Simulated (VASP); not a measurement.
A run of VASP 6.6.1 is set up as follows.

Contents of INCAR:

```
PREC     = Accurate       # precision mode
ENCUT    = 520            # plane-wave cutoff, eV
EDIFF    = 1E-6           # SCF threshold, eV
ISMEAR   = -1             # smearing method
SIGMA    = 0.1            # smearing width, eV
LREAL    = F              # projectors in reciprocal space
LASPH    = T              # aspherical terms in the spheres
NELM     = 60             # most SCF steps
ALGO     = Normal         # electronic algorithm
ISIF     = 2              # what is computed and relaxed
LWAVE    = F              # write WAVECAR
LCHARG   = F              # write CHGCAR
GGA      = PE             # functional
NBANDS   = 21             # bands
```

File KPOINTS:

```
regular mesh
0
Gamma
  17 17 17
```

POSCAR

```
Ru
1.0
   -2.3678413702      2.3678413702      1.3808599609
    2.3678413702     -2.3678413702      1.3808599609
    2.3678413702      2.3678413702     -1.3808599609
Ru
2
Direct
   -0.3750000000     -0.1250000000     -0.2500000000
    0.3750000000      0.1250000000      0.2500000000
```

Potentials or basis: VASP PAW PBE potentials, release 64 (Ru_pv).

Run with:

```sh
$ cat potpaw_PBE.64/Ru_pv/POTCAR > POTCAR
$ mpirun -np 1 vasp_std > vasp.out
```

Question: What does it give for the band gap on the k mesh?

Answer: Zero (bands 14 and 15 overlap by 1.46 eV).

Question: Predict the pressure.

Answer: 0.1 GPa.

Stress tensor (GPa, compression positive):
```
 0.17  0.00  0.00
 0.00  0.17  0.00
 0.00  0.00 -0.11
```
